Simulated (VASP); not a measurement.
A run of VASP 6.6.1:

Contents of INCAR:

```
ALGO = Normal ; EDIFF = 1E-6
ENCUT = 520 ; GGA = PE
ISIF = 2 ; ISMEAR = -1
ISPIN = 2 ; LASPH = True
LCHARG = True ; LELF = True
LMAXMIX = 4 ; LORBIT = 11
LREAL = False ; LVHAR = True
LWAVE = False ; MAGMOM = 3
NBANDS = 14 ; NELM = 150
PREC = Accurate ; SIGMA = 0.05
```

Contents of KPOINTS:

```
k-points
0
Gamma
  16 16 16
```

Contents of POSCAR:

```
Fe
1.0
    0.0000000000      1.9417396906      2.0240583172
    1.4984397099      0.0000000000      2.0240583172
    1.4984397099      1.9417396906      0.0000000000
Fe
1
Direct
    0.0000000000      0.0000000000      0.0000000000
```

Potentials or basis: VASP PAW PBE potentials, release 64 (Fe).

The run is started by

```bash
$ cat potpaw_PBE.64/Fe/POTCAR > POTCAR
$ mpirun -np 1 vasp_std > vasp.out
```

Hardware: 1 thread of Intel Xeon 8259CL (shared host).

**Question.** Estimate the wall time of this run.

**Answer.** It took 4 min on 1 thread of Intel Xeon 8259CL, with other jobs on the host, peak memory 0.27 GiB. Counts: scf iterations 12, k points 621.
